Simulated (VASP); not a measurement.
Write the native input for VASP 6.6.1 that does the following.

- Task: single point
- Functional: PBE
- Potentials or basis: VASP PAW PBE potentials, release 64 (K_sv, Ta_pv, O)
- Cutoff: 520 eV
- k mesh: 8 × 8 × 8
- Occupations: gaussian, width 0.05 eV
- Spin: no spin polarisation
- Dipole correction: no
- Further INCAR settings: ALGO = Normal; EDIFF = 1e-06; NBANDS = 27

The structure of KTaO3 lies in POSCAR:

```
KTaO3
1.0
    4.1007051413      0.0000000000      0.0000000000
    0.0000000000      4.1007051413      0.0000000000
    0.0000000000      0.0000000000      3.7726487300
K Ta O
1 1 3
Direct
    0.5000000000      0.5000000000      0.5000000000
    0.0000000000      0.0000000000      0.0000000000
    0.5000000000      0.0000000000      0.0000000000
    0.0000000000      0.5000000000      0.0000000000
    0.0000000000      0.0000000000      0.5000000000
```

This cell differs from its parent crystal: ratio of the length along z to the lengths across it x 0.92, volume and fractional coordinates fixed.

These files were run (other wordings do the same):

INCAR

```
PREC = Accurate
ENCUT = 520
EDIFF = 1E-6
ISMEAR = 0
SIGMA = 0.05
LREAL = False
LASPH = True
NELM = 100
ALGO = Normal
ISIF = 2
LWAVE = False
LCHARG = False
GGA = PE
NBANDS = 27
```

KPOINTS

```
Automatic mesh
0
Gamma
  8 8 8
```

Potentials or basis: VASP PAW PBE potentials, release 64 (K_sv, Ta_pv, O).

The run is started by

```bash
$ cat potpaw_PBE.64/K_sv/POTCAR potpaw_PBE.64/Ta_pv/POTCAR potpaw_PBE.64/O/POTCAR > POTCAR
$ mpirun -np 1 vasp_std > vasp.out
```

It gave:

The pressure is 8.9 GPa. The band gap on the k mesh is 2.01 eV (least direct gap 2.58 eV).

Caveat: the stress differs along the axes, from -3 to 33 GPa; spin-orbit coupling is left out, which moves the levels of the heavy elements.

It took 88 s on 1 thread of AMD EPYC 7R13, on a shared host, peak memory 0.22 GiB.
